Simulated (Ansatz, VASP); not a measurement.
**TiAl3: VASP beside Ansatz**

```xyz
4
Lattice="2.7814 0.0000 0.0000 0.0000 4.6708 0.0000 0.0000 0.0000 4.8925" Properties=species:S:1:pos:R:3 pbc="T T T"
Ti    0.0000    2.3354    0.7984
Al    1.3907    2.3354    3.2490
Al    1.3907    0.0000    1.6296
Al    0.0000    0.0000    4.1081
```

Alike in both runs: task single point; functional PBEsol; k mesh 14 × 10 × 10; occupations gaussian, width 0.1 eV; no spin polarisation.

|  | VASP | Ansatz |
| --- | --- | --- |
| version | VASP 6.6.1 | Ansatz 0.2.0 |
| potentials or method | VASP PAW PBE potentials, release 64 (Ti_sv, Al), cutoff 520 eV | scalar-relativistic, plane waves, PAW |
| valence electrons in the cell | 21 | 21 |

Ansatz gave:

- gap on the k mesh at the Fermi level (eV): none
- pressure (GPa): 0.0

Task: What did VASP give for the same quantities?

Result: gap on the k mesh at the Fermi level (eV): none; pressure (GPa): 0.1.

VASP's potentials were made for PBE, not for PBEsol, and Ansatz warns of the same on its side. A gap of «none» marks a metal or a gap that the smearing closes.
